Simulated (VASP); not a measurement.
# GaB3As4 (P-43m) in VASP: a series of runs

GaB3As4 is run at these levels: PBE; tasks: relaxation of cell and atoms, single point.

Everything below comes from runs of VASP 6.6.1. Logs are shortened: lines on timing, memory, paths and dates and some standing lists are left out, and cuts for length are marked.

**1. The cell of the first run**

It takes space group P-43m (No. 215, cubic). Conventional cell: a = 5.157 Å, b = 5.157 Å, c = 5.157 Å, α = 90.00°, β = 90.00°, γ = 90.00°. Within 3.0 Å of Ga (site symmetry -43m) lie 4 As at 2.23 Å. B (site symmetry -42m) has 4 As at 2.23 Å within 3.0 Å. As (site symmetry 3m) has 1 Ga at 2.23 Å and 3 B at 2.23 Å within 3.0 Å.

**2. Relaxation of cell and atoms, PBE**

INCAR

```
PREC = Accurate
ENCUT = 600
EDIFF = 1E-6
ISMEAR = 0
SIGMA = 0.1
LREAL = F
LASPH = T
NELM = 100
ALGO = Normal
ISIF = 3
LWAVE = F
LCHARG = F
GGA = PE
IBRION = 2
NSW = 90
EDIFFG = -0.04
```

KPOINTS

```
regular mesh
0
Gamma
  4 4 4
```

POSCAR

```
GaB3As4
1.0
    5.1574457000      0.0000000000      0.0000000000
    0.0000000000      5.1574457000      0.0000000000
    0.0000000000      0.0000000000      5.1574457000
Ga B As
1 3 4
Direct
    0.5000000000      0.5000000000      0.5000000000
    0.5000000000      0.0000000000      0.0000000000
    0.0000000000      0.0000000000      0.5000000000
    0.0000000000      0.5000000000      0.0000000000
    0.7500000000      0.2500000000      0.7500000000
    0.7500000000      0.7500000000      0.2500000000
    0.2500000000      0.2500000000      0.2500000000
    0.2500000000      0.7500000000      0.7500000000
```

Potentials or basis: VASP PAW PBE potentials, release 64 (Ga_d, B, As).

Command:

```sh
> cat potpaw_PBE.64/Ga_d/POTCAR potpaw_PBE.64/B/POTCAR potpaw_PBE.64/As/POTCAR > POTCAR
> mpirun -np 1 vasp_std > vasp.out
```

OUTCAR:

```text
PREC = Accurate
   ENCUT = 600
   EDIFF = 1E-6
   ISMEAR = 0
   LREAL = F
   LASPH = T
   NELM = 100
   ISIF = 3
   GGA = PE
   IBRION = 2
   NSW = 90
   EDIFFG = -0.04

 ion  position               nearest neighbor table
   1  0.500  0.500  0.500-   5 2.23   6 2.23   7 2.23   8 2.23
   2  0.500  0.000  0.000-   5 2.23   6 2.23   7 2.23   8 2.23
   3  0.000  0.000  0.500-   5 2.23   6 2.23   7 2.23   8 2.23
   4  0.000  0.500  0.000-   5 2.23   6 2.23   7 2.23   8 2.23
   5  0.750  0.250  0.750-   1 2.23   2 2.23   3 2.23   4 2.23
   6  0.750  0.750  0.250-   1 2.23   2 2.23   3 2.23   4 2.23
   7  0.250  0.250  0.250-   1 2.23   2 2.23   3 2.23   4 2.23
   8  0.250  0.750  0.750-   1 2.23   2 2.23   3 2.23   4 2.23

  LATTYP: Found a simple cubic cell.
 ALAT       =     5.1574457000

  Lattice vectors:

 A1 = (   5.1574457000,   0.0000000000,   0.0000000000)
 A2 = (   0.0000000000,   5.1574457000,   0.0000000000)
 A3 = (   0.0000000000,   0.0000000000,   5.1574457000)

Analysis of symmetry for initial positions (statically):
=====================================================================
 Subroutine PRICEL returns:
 Original cell was already a primitive cell.

 Routine SETGRP: Setting up the symmetry group for a
 simple cubic supercell.

 Subroutine GETGRP returns: Found 24 space group operations
 (whereof 24 operations were pure point group operations)
 out of a pool of 48 trial point group operations.

The static configuration has the point symmetry T_d .

Analysis of symmetry for dynamics (positions and initial velocities):
=====================================================================
 Subroutine PRICEL returns:
 Original cell was already a primitive cell.

 Routine SETGRP: Setting up the symmetry group for a
 simple cubic supercell.

 Subroutine GETGRP returns: Found 24 space group operations
 (whereof 24 operations were pure point group operations)
 out of a pool of 48 trial point group operations.

The dynamic configuration has the point symmetry T_d .

 Subroutine INISYM returns: Found 24 space group operations
 (whereof 24 operations are pure point group operations),
 and found     1 'primitive' translations

----------------------------------------------------------------------------------------

                                     Primitive cell

  volume of cell :     137.1842

  direct lattice vectors                    reciprocal lattice vectors
     5.157445700  0.000000000  0.000000000     0.193894431  0.000000000  0.000000000
     0.000000000  5.157445700  0.000000000     0.000000000  0.193894431  0.000000000
     0.000000000  0.000000000  5.157445700     0.000000000  0.000000000  0.193894431

  length of vectors
     5.157445700  5.157445700  5.157445700     0.193894431  0.193894431  0.193894431

  position of ions in fractional coordinates (direct lattice)
     0.500000000  0.500000000  0.500000000
     0.500000000  0.000000000  0.000000000
     0.000000000  0.000000000  0.500000000
     0.000000000  0.500000000  0.000000000
     0.750000000  0.250000000  0.750000000
     0.750000000  0.750000000  0.250000000
     0.250000000  0.250000000  0.250000000
     0.250000000  0.750000000  0.750000000

  ion indices of the primitive-cell ions
   primitive index   ion index
                 1           1
                 2           2
                 3           3
                 4           4
                 5           5
                 6           6
                 7           7
                 8           8

----------------------------------------------------------------------------------------

 KPOINTS: regular mesh

Automatic generation of k-mesh.
 Grid dimensions read from file:
 generate k-points for:    4    4    4

 Generating k-lattice:

  Cartesian coordinates                     Fractional coordinates (reciprocal lattice)
     0.048473608  0.000000000  0.000000000     0.250000000  0.000000000  0.000000000
     0.000000000  0.048473608  0.000000000     0.000000000  0.250000000  0.000000000
     0.000000000  0.000000000  0.048473608     0.000000000  0.000000000  0.250000000

  Length of vectors
     0.048473608  0.048473608  0.048473608

  Shift w.r.t. Gamma in fractional coordinates (k-lattice)
     0.000000000  0.000000000  0.000000000

 Subroutine IBZKPT returns following result:
 ===========================================

 Found     10 irreducible k-points:

 Following reciprocal coordinates:
            Coordinates               Weight
  0.000000  0.000000  0.000000      1.000000
  0.250000  0.000000  0.000000      6.000000
  0.500000  0.000000  0.000000      3.000000
  0.250000  0.250000  0.000000     12.000000
  0.500000  0.250000  0.000000     12.000000
  0.500000  0.500000  0.000000      3.000000
  0.250000  0.250000  0.250000      8.000000
  0.500000  0.250000  0.250000     12.000000
  0.500000  0.500000  0.250000      6.000000
  0.500000  0.500000  0.500000      1.000000
   k-points           NKPTS =     10   k-points in BZ     NKDIM =     10   number of bands    NBANDS=     26
   number of dos      NEDOS =    301   number of ions     NIONS =      8
   total plane-waves  NPLWV =  74088
   dimension x,y,z NGX =    42 NGY =   42 NGZ =   42
   dimension x,y,z NGXF=    84 NGYF=   84 NGZF=   84
   ions per type =               1   3   4
   NGX,Y,Z   is equivalent  to a cutoff of  13.54, 13.54, 13.54 a.u.
   NGXF,Y,Z  is equivalent  to a cutoff of  27.08, 27.08, 27.08 a.u.
 SYSTEM =  unknown system
   PREC   = accura    normal or accurate (medium, high low for compatibility)
   ISTART =      0    job   : 0-new  1-cont  2-samecut
   ICHARG =      2    charge: 1-file 2-atom 10-const
   ISPIN  =      1    spin polarized calculation?
   LNONCOLLINEAR =      F non collinear calculations
   LSORBIT =      F    spin-orbit coupling
   LASPH  =      T    aspherical Exc in radial PAW
   ENCUT  =  600.0 eV  44.10 Ry    6.64 a.u.  10.30 10.30 10.30*2*pi/ulx,y,z
   NELM   =    100;   NELMIN=  2; NELMDL= -5     # of ELM steps
   EDIFF  = 0.1E-05   stopping-criterion for ELM
   LREAL  =      F    real-space projection
   EDIFFG = -.4E-01   stopping-criterion for IOM
   NSW    =     90    number of steps for IOM
   IBRION =      2    ionic relax: 0-MD 1-quasi-New 2-CG
   NFREE  =      1    steps in history (QN), initial steepest desc. (CG)
   ISIF   =      3    stress and relaxation
   ISYM   =      2    0-nonsym 1-usesym 2-fastsym
   POTIM  = 0.5000    time-step for ionic-motion
   TEBEG  =    0.0;   TEEND  =   0.0 temperature during run
   PSTRESS=    0.0 pullay stress
   NELECT =      42.0000    total number of electrons
   NUPDOWN=      -1.0000    fix difference up-down
   EMIN   =  10.00;   EMAX   =-10.00  energy-range for DOS
   EFERMI =   0.00;   METHOD = LEGACY
   ISMEAR =     0;   SIGMA  =   0.10  broadening in eV -4-tet -1-fermi 0-gaus
   EFERMI_NEDOS =   21; number of points for ismear=-14 and -15
   IALGO  =     38    algorithm
   IMIX   =      4    mixing-type and parameters
     AMIX     =   0.40;   BMIX     =  1.00
     AMIX_MAG =   1.60;   BMIX_MAG =  1.00
  volume/ion in A,a.u.               =      17.15       115.72
  Fermi-wavevector in a.u.,A,eV,Ry     =   1.103375  2.085077 16.564237  1.217437
  Thomas-Fermi vector in A             =   2.239832
   LORBIT       =      0    0 simple, 1 ext, 2 COOP (PROOUT), +10 PAW based schemes
   GGA     = PE    functional components
   LHFCALC =     F    Hartree Fock is set to
   AEXX    =    0.0000 exact exchange contribution
   IVDW    =     0    specifies the selected vdW correction
   LEPSILON=     F    determine dielectric tensor
   LRPA    =     F    only Hartree local field effects (RPA)
 conjugate gradient relaxation of ions
 non-spin polarized calculation
 Gauss-broadening in eV      SIGMA  =   0.10
  energy-cutoff  :      600.00
  volume of cell :      137.18
 maximum number of plane-waves:      4632
 NGX is ok and might be reduce to    42
   NGX = 21   NGY = 21   NGZ = 21

--------------------------------------- Ionic step        1  -------------------------------------------

 number of electron      41.9999977 magnetization

 Free energy of the ion-electron system (eV)
  ---------------------------------------------------
  ext. energy  EPLUGINS =         0.00000000
  ---------------------------------------------------
  free energy    TOTEN  =       -39.91745522 eV

  energy without entropy =      -39.91745522  energy(sigma->0) =      -39.91745522

 E-fermi :   5.0984     XC(G=0):  -9.9364

 val. band max:        4.6272379388   @ k =   0.0000   0.0000   0.0000
 cond. band min:       5.8034373790   @ k =   0.2500   0.0000   0.0000
 fundamental gap:      1.1761994402
 Fermi energy:         5.0983803467

 k-point     1 :       0.0000    0.0000    0.0000
  band No.  band energies     occupation
      1     -10.6730      2.00000
      2     -10.6730      2.00000
      3     -10.6730      2.00000
      4     -10.5077      2.00000
      5     -10.5077      2.00000
      6      -9.3341      2.00000
[... 486 lines left out ...]
  energy  without entropy=      -41.0558033564  energy(sigma->0) =      -41.05581431

--------------------------------------- Ionic step        6  -------------------------------------------

 number of electron      42.0000013 magnetization

 Free energy of the ion-electron system (eV)
  ---------------------------------------------------
  ext. energy  EPLUGINS =         0.00000000
  ---------------------------------------------------
  free energy    TOTEN  =       -41.05609096 eV

  energy without entropy =      -41.05607893  energy(sigma->0) =      -41.05608495

 E-fermi :   5.6382     XC(G=0): -10.1903

 val. band max:        5.3922573431   @ k =   0.0000   0.0000   0.0000
 cond. band min:       5.8623985411   @ k =   0.0000   0.0000   0.0000
 fundamental gap:      0.4701411980
 Fermi energy:         5.6381586504

 k-point     1 :       0.0000    0.0000    0.0000
  band No.  band energies     occupation
      1      -9.5603      2.00000
      2      -9.5603      2.00000
      3      -9.5603      2.00000
      4      -9.4397      2.00000
      5      -9.4397      2.00000
      6      -9.2002      2.00000
[... 314 lines left out ...]
  FREE ENERGIE OF THE ION-ELECTRON SYSTEM (eV)
  ---------------------------------------------------
  free  energy   TOTEN  =       -41.0560909614 eV

  energy  without entropy=      -41.0560789316  energy(sigma->0) =      -41.05608495

 reached required accuracy - stopping structural energy minimisation
```

Run time: 99 s. Hardware: 1 thread of Intel Xeon 6975P-C (Granite Rapids), shared host; peak memory 0.28 GiB.

What came out:

```yaml
Free_energy: -41.0561 eV
Relaxed_volume: 16.20 Å³/atom
Relaxed_cell: a = 5.061 Å, b = 5.061 Å, c = 5.061 Å, α = 90.00°, β = 90.00°, γ = 90.00°
Space_group_after_relaxing_to_0.05_Å: P-43m (No. 215)
Energy_gained_by_relaxing: 142.3 meV/atom
Ionic_steps: 6
Pressure_after_relaxing: 0.0 GPa
Band_gap_on_the_k_mesh: 0.47 eV, direct
```

The path:
| step | energy change (eV) | largest force (eV/Å) | pressure (GPa) | volume (Å³) |
| --- | --- | --- | --- | --- |
| 1 | 0.0000 | 3.6724 | -2.65 | 137.18 |
| 2 | -1.0793 | 0.7550 | -1.78 | 131.63 |
| 3 | -1.1172 | 0.1068 | -2.29 | 132.49 |
| 4 | -1.1321 | 0.0301 | 1.31 | 128.03 |
| 5 | -1.1384 | 0.0583 | 0.01 | 129.58 |
| 6 | -1.1386 | 0.0061 | -0.01 | 129.62 |

Final structure:
```
Ga B As
1.0
     5.06081    0.00000    0.00000
     0.00000    5.06081    0.00000
     0.00000    0.00000    5.06081
Ga B As
1 3 4
Direct
  0.50000 0.50000 0.50000
  0.50000 0.00000 0.00000
  0.00000 0.00000 0.50000
  0.00000 0.50000 0.00000
  0.76631 0.23369 0.76631
  0.76631 0.76631 0.23369
  0.23369 0.23369 0.23369
  0.23369 0.76631 0.76631
```

**3. Single point, PBE**

This run uses another cell than the first one, of 16.16 Å³/atom, 0.942 times its volume.

INCAR

```
PREC = Accurate
ENCUT = 520
EDIFF = 1E-7
ISMEAR = 0
SIGMA = 0.02
LREAL = F
LASPH = T
NELM = 100
ALGO = Normal
ISIF = 2
LWAVE = F
LCHARG = T
GGA = PE
LELF = T
LVHAR = T
NBANDS = 31
```

KPOINTS

```
regular mesh
0
Gamma
  8 8 8
```

POSCAR

```
GaB3As4
1.0
    5.0559434856      0.0000000000      0.0000000000
    0.0000000000      5.0559434856      0.0000000000
    0.0000000000      0.0000000000      5.0559434856
Ga B As
1 3 4
Direct
    0.5000000000      0.5000000000      0.5000000000
    0.5000000000      0.0000000000      0.0000000000
    0.0000000000      0.0000000000      0.5000000000
    0.0000000000      0.5000000000      0.0000000000
    0.7664329699      0.2335670301      0.7664329699
    0.7664329699      0.7664329699      0.2335670301
    0.2335670301      0.2335670301      0.2335670301
    0.2335670301      0.7664329699      0.7664329699
```

Potentials or basis: VASP PAW PBE potentials, release 64 (Ga_d, B, As).

Command:

```sh
> cat potpaw_PBE.64/Ga_d/POTCAR potpaw_PBE.64/B/POTCAR potpaw_PBE.64/As/POTCAR > POTCAR
> mpirun -np 1 vasp_std > vasp.out
```

Run time: 67 s. Hardware: 1 thread of Intel Xeon 6975P-C (Granite Rapids), shared host; peak memory 0.31 GiB.

Results (log left out):

| Item | Value |
| --- | --- |
| Free energy | -41.0719 eV |
| Pressure | 0.3 GPa |
| Largest force | 0.011 eV/Å |
| Band gap on the k mesh | 0.46 eV, direct |

Forces in eV/Å, atoms in the order of the input:
```
Ga   0.000  0.000  0.000
B    0.000  0.000  0.000
B    0.000  0.000  0.000
B    0.000  0.000  0.000
As  -0.006  0.006 -0.006
As  -0.006 -0.006  0.006
As   0.006  0.006  0.006
As   0.006 -0.006 -0.006
```

Levels at points of the mesh, in eV from the valence-band top:
```tsv
k point	band 18	band 19	band 20	band 21	band 22	band 23	band 24	band 25
(0.00, 0.00, 0.00)	-3.78	0.00	0.00	0.00	0.46	1.02	1.02	1.02
(0.50, 0.00, 0.00)	-3.01	-3.01	-1.91	-1.91	1.17	1.61	3.11	4.09
(0.50, 0.50, 0.00)	-2.77	-2.04	-1.40	-1.40	2.40	2.40	3.20	3.32
(0.50, 0.50, 0.50)	-2.03	-1.03	-1.03	-1.03	1.33	1.33	1.33	2.26
```

A k mesh can miss the band edges. As with any semilocal functional, this PBE gap is likely too small.

(Part 1 of 2 ends here.)
